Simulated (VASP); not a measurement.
# Cs2CrF6 (Fm-3m) in VASP: a series of runs, part 2 of 2

VASP 6.6.1. The steps go on from the part before.

### Step 3. Single point, LDA, collinear spin, ferromagnetic start

Contents of INCAR:

```
SYSTEM = Cs2CrF6
PREC = Accurate ; ENCUT = 600
EDIFF = 1E-6 ; ISMEAR = 0
SIGMA = 0.05 ; LREAL = .False.
LASPH = .True. ; NELM = 200
ALGO = Normal ; ISIF = 2
LWAVE = .False. ; LCHARG = .True.
ISPIN = 2 ; MAGMOM = 0 0 1.6 0.02 0.02 0.02 0.02 0.02 0.02
LORBIT = 11 ; LMAXMIX = 4
LELF = .True. ; LVHAR = .True.
NBANDS = 51 ; GGA_COMPAT = .False.
```

Contents of KPOINTS:

```
regular mesh
0
Gamma
  4 4 4
  0 0 0
```

Contents of POSCAR:

```
Cs2CrF6
1.0
    0.0000000000      4.5110002500      4.5110002500
    4.5110002500      0.0000000000      4.5110002500
    4.5110002500      4.5110002500      0.0000000000
Cs Cr F
2 1 6
Direct
    0.2500000000      0.2500000000      0.2500000000
    0.7500000000      0.7500000000      0.7500000000
    0.0000000000      0.0000000000      0.0000000000
    0.8080000000      0.1920000000      0.1920000000
    0.1920000000      0.8080000000      0.1920000000
    0.1920000000      0.8080000000      0.8080000000
    0.8080000000      0.1920000000      0.8080000000
    0.1920000000      0.1920000000      0.8080000000
    0.8080000000      0.8080000000      0.1920000000
```

Potentials or basis: VASP PAW LDA potentials, release 64 (Cs_sv, Cr_sv, F).

Started as:

```console
> cat potpaw_LDA.64/Cs_sv/POTCAR potpaw_LDA.64/Cr_sv/POTCAR potpaw_LDA.64/F/POTCAR > POTCAR
> mpirun -np 1 vasp_std > vasp.out
```

OUTCAR:

```text
SYSTEM = Cs2CrF6
   PREC = Accurate
   ENCUT = 600
   EDIFF = 1E-6
   ISMEAR = 0
   LREAL = .False.
   LASPH = .True.
   NELM = 200
   ISIF = 2
   ISPIN = 2
   LORBIT = 11

 ion  position               nearest neighbor table
   1  0.250  0.250  0.250-
   2  0.750  0.750  0.750-
   3  0.000  0.000  0.000-   4 1.73   5 1.73   6 1.73   7 1.73   8 1.73   9 1.73
   4  0.808  0.192  0.192-   3 1.73
   5  0.192  0.808  0.192-   3 1.73
   6  0.192  0.808  0.808-   3 1.73
   7  0.808  0.192  0.808-   3 1.73
   8  0.192  0.192  0.808-   3 1.73
   9  0.808  0.808  0.192-   3 1.73

  LATTYP: Found a face centered cubic cell.
 ALAT       =     9.0220005000

  Lattice vectors:

 A1 = (   0.0000000000,   4.5110002500,   4.5110002500)
 A2 = (   4.5110002500,   0.0000000000,   4.5110002500)
 A3 = (   4.5110002500,   4.5110002500,   0.0000000000)

Analysis of symmetry for initial positions (statically):
=====================================================================
 Subroutine PRICEL returns:
 Original cell was already a primitive cell.

 Routine SETGRP: Setting up the symmetry group for a
 face centered cubic supercell.

 Subroutine GETGRP returns: Found 48 space group operations
 (whereof 48 operations were pure point group operations)
 out of a pool of 48 trial point group operations.

The static configuration has the point symmetry O_h .

Analysis of symmetry for dynamics (positions and initial velocities):
=====================================================================
 Subroutine PRICEL returns:
 Original cell was already a primitive cell.

 Routine SETGRP: Setting up the symmetry group for a
 face centered cubic supercell.

 Subroutine GETGRP returns: Found 48 space group operations
 (whereof 48 operations were pure point group operations)
 out of a pool of 48 trial point group operations.

The dynamic configuration has the point symmetry O_h .

Analysis of structural, dynamic, and magnetic symmetry:
=====================================================================
 Subroutine PRICEL returns:
 Original cell was already a primitive cell.

 Routine SETGRP: Setting up the symmetry group for a
 face centered cubic supercell.

 Subroutine GETGRP returns: Found 48 space group operations
 (whereof 48 operations were pure point group operations)
 out of a pool of 48 trial point group operations.

The overall configuration has the point symmetry O_h .

 Subroutine INISYM returns: Found 48 space group operations
 (whereof 48 operations are pure point group operations),
 and found     1 'primitive' translations

----------------------------------------------------------------------------------------

                                     Primitive cell

  volume of cell :     183.5898

  direct lattice vectors                    reciprocal lattice vectors
     0.000000000  4.511000250  4.511000250    -0.110840162  0.110840162  0.110840162
     4.511000250  0.000000000  4.511000250     0.110840162 -0.110840162  0.110840162
     4.511000250  4.511000250  0.000000000     0.110840162  0.110840162 -0.110840162

  length of vectors
     6.379517733  6.379517733  6.379517733     0.191980793  0.191980793  0.191980793

  position of ions in fractional coordinates (direct lattice)
     0.250000000  0.250000000  0.250000000
     0.750000000  0.750000000  0.750000000
     0.000000000  0.000000000  0.000000000
     0.808000000  0.192000000  0.192000000
     0.192000000  0.808000000  0.192000000
[... 89 lines left out ...]
   IMIX   =      4    mixing-type and parameters
     AMIX     =   0.40;   BMIX     =  1.00
     AMIX_MAG =   1.60;   BMIX_MAG =  1.00
  volume/ion in A,a.u.               =      20.40       137.66
  Fermi-wavevector in a.u.,A,eV,Ry     =   1.209305  2.285255 19.897416  1.462419
  Thomas-Fermi vector in A             =   2.344887
   LORBIT       =     11    0 simple, 1 ext, 2 COOP (PROOUT), +10 PAW based schemes
   GGA     = CA    functional components
   LHFCALC =     F    Hartree Fock is set to
   AEXX    =    0.0000 exact exchange contribution
   IVDW    =     0    specifies the selected vdW correction
   LEPSILON=     F    determine dielectric tensor
   LRPA    =     F    only Hartree local field effects (RPA)
 spin polarized calculation
 Gauss-broadening in eV      SIGMA  =   0.05
  energy-cutoff  :      600.00
  volume of cell :      183.59
 maximum number of plane-waves:      6183
 NGX is ok and might be reduce to    54
   NGX = 25   NGY = 25   NGZ = 25

 number of electron      74.0000012 magnetization       1.9999977

 Free energy of the ion-electron system (eV)
  ---------------------------------------------------
  ext. energy  EPLUGINS =         0.00000000
  ---------------------------------------------------
  free energy    TOTEN  =       -50.83156568 eV

  energy without entropy =      -50.80084392  energy(sigma->0) =      -50.81620480

 E-fermi :   0.7418     XC(G=0):  -8.7185

 val. band max:        0.7391032138   @ k =  -0.2500   0.2500   0.0000
 cond. band min:       0.7434093319   @ k =   0.5000   0.2500   0.0000
 fundamental gap:      0.0043061181
 Fermi energy:         0.7418236982

 spin component 1

 k-point     1 :       0.0000    0.0000    0.0000
  band No.  band energies     occupation
      1     -72.2845      1.00000
      2     -44.1750      1.00000
      3     -44.1750      1.00000
      4     -44.1750      1.00000
      5     -23.0582      1.00000
      6     -22.3602      1.00000
[... 405 lines left out ...]
     48       8.1911      0.00000
     49       8.2675      0.00000
 Fermi energy:         0.7418236982

 spin component 2

 k-point     1 :       0.0000    0.0000    0.0000
  band No.  band energies     occupation
      1     -70.4245      1.00000
      2     -42.4100      1.00000
      3     -42.4100      1.00000
      4     -42.4100      1.00000
      5     -22.9851      1.00000
      6     -22.2927      1.00000
[... 405 lines left out ...]
     48       8.2024      0.00000
     49       8.2805      0.00000
 [bands above 49 left out]

------------------------ aborting loop because EDIFF is reached ----------------------------------------

  FORCE on cell =-STRESS in cart. coord.  units (eV):
  Direction    XX          YY          ZZ          XY          YZ          ZX
  --------------------------------------------------------------------------------------
  -------------------------------------------------------------------------------------
  Total        5.7621707      5.7621707      5.7621707     -0.0000000      0.0000000      0.0000000
  in kB       50.2861230     50.2861230     50.2861230     -0.0000000      0.0000000      0.0000000
  external PRESSURE =      50.2861230 kB  Pullay stress =       0.0000000 kB

 VOLUME and BASIS-vectors are now :
 -----------------------------------------------------------------------------
  energy-cutoff  :      600.00
  volume of cell :      183.59
      direct lattice vectors                 reciprocal lattice vectors
     0.000000000  4.511000250  4.511000250    -0.110840162  0.110840162  0.110840162
     4.511000250  0.000000000  4.511000250     0.110840162 -0.110840162  0.110840162
     4.511000250  4.511000250  0.000000000     0.110840162  0.110840162 -0.110840162

 POSITION                                       TOTAL-FORCE (eV/Angst)
 -----------------------------------------------------------------------------------
      2.25550      2.25550      2.25550        -0.000000     -0.000000     -0.000000
      6.76650      6.76650      6.76650        -0.000000     -0.000000      0.000000
      0.00000      0.00000      0.00000        -0.000000     -0.000000      0.000000
      1.73222      4.51100      4.51100         2.641972     -0.000000      0.000000
      4.51100      1.73222      4.51100        -0.000000      2.641972      0.000000
      7.28978      4.51100      4.51100        -2.641972     -0.000000      0.000000
      4.51100      7.28978      4.51100        -0.000000     -2.641972      0.000000
      4.51100      4.51100      1.73222        -0.000000     -0.000000      2.641972
      4.51100      4.51100      7.28978        -0.000000     -0.000000     -2.641972
 -----------------------------------------------------------------------------------
    total drift:                                0.000000      0.000000      0.000000

  FREE ENERGIE OF THE ION-ELECTRON SYSTEM (eV)
  ---------------------------------------------------
  free  energy   TOTEN  =       -50.8315656783 eV

  energy  without entropy=      -50.8008439184  energy(sigma->0) =      -50.81620480

 total charge

# of ion       s       p       d       tot
------------------------------------------
    1        1.824   4.691   0.020   6.535
    2        1.824   4.691   0.020   6.535
    3        2.195   6.116   3.446  11.757
    4        1.731   4.358   0.000   6.089
    5        1.731   4.358   0.000   6.089
    6        1.731   4.358   0.000   6.089
    7        1.731   4.358   0.000   6.089
    8        1.731   4.358   0.000   6.089
    9        1.731   4.358   0.000   6.089
--------------------------------------------------
tot         16.230  41.645   3.485  61.361

 magnetization (x)

# of ion       s       p       d       tot
------------------------------------------
    1        0.001   0.000   0.001   0.002
    2        0.001   0.000   0.001   0.002
    3        0.005   0.007   1.684   1.696
    4       -0.000   0.021   0.000   0.021
    5       -0.000   0.021   0.000   0.021
    6       -0.000   0.021   0.000   0.021
    7       -0.000   0.021   0.000   0.021
    8       -0.000   0.021   0.000   0.021
    9       -0.000   0.021   0.000   0.021
--------------------------------------------------
tot          0.005   0.135   1.686   1.826
```

Wall time 4.6 min (1 thread of Intel Xeon Platinum 8375C at 2.90GHz (Ice Lake), shared host); peak memory 0.41 GiB.

Results:

```
Free energy                                           : -50.8316 eV
Pressure                                              : 5.0 GPa
Largest force                                         : 2.642 eV/Å
Band gap on the k mesh                                : zero (filled and empty bands overlap)
Net moment                                            : 2.00 μB per cell
Site moments                                          : Cs +0.00; Cr +1.70; F +0.02 μB
Valence electrons inside the program's atomic spheres : Cs 6.54; Cr 11.76; F 6.09
```

Forces on the atoms (eV/Å):
```
Cs   0.000  0.000  0.000
Cs   0.000  0.000  0.000
Cr   0.000  0.000  0.000
F    2.642  0.000  0.000
F    0.000  2.642  0.000
F   -2.642  0.000  0.000
F    0.000 -2.642  0.000
F    0.000  0.000  2.642
F    0.000  0.000 -2.642
```

Caveat: the cell stands under pressure; spin-orbit coupling is left out, which moves the levels of the heavy elements; a cell with one magnetic atom can't hold antiferromagnetic order, which such compounds often take; semilocal functionals often make such compounds metallic where correlation or magnetic order opens a gap, which also shifts bond lengths; forces of over 1 eV/Å act on the atoms, so gaps and moduli don't describe the material at rest.
